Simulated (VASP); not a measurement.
The system is AlN.

```
Al N
1.0
     0.00000    2.03452    2.03452
     2.03452    0.00000    2.03452
     2.03452    2.03452    0.00000
Al N
1 1
Direct
  0.50000 0.50000 0.50000
  0.00000 0.00000 0.00000
```

* Program: VASP 6.6.1
* Task: relaxation of cell and atoms
* Functional: PBEsol
* Dispersion: D4
* Potentials or basis: VASP PAW PBE potentials, release 64 (Al, N)
* Cutoff: 600 eV
* k mesh: 11 × 11 × 11
* Occupations: fermi-dirac, width 0.05 eV
* Spin: no spin polarisation

At the start: pressure -8.5 GPa; volume 8.42 Å³/atom.

Problem. How do energy, volume and symmetry change on relaxing?

Solution. Over 3 steps the energy falls by 7.5 meV/atom and the volume is 8.15 Å³/atom (-3.3 %); space group Fm-3m (No. 225, to 0.05 Å).

Step by step:
```tsv
step	energy change (eV)	largest force (eV/Å)	pressure (GPa)	volume (Å³)
1	0.0000	0.0000	-8.47	16.84
2	-0.0006	0.0000	9.28	15.78
3	-0.0149	0.0000	-0.05	16.29
```

Final structure:
```xyz
2
Lattice="0.0000 2.0122 2.0122 2.0122 0.0000 2.0122 2.0122 2.0122 0.0000" Properties=species:S:1:pos:R:3 pbc="T T T"
Al    2.0122    2.0122    2.0122
N     0.0000    0.0000    0.0000
```

Caveat: the PAW data sets were made with another functional, which shifts forces and pressure a little.
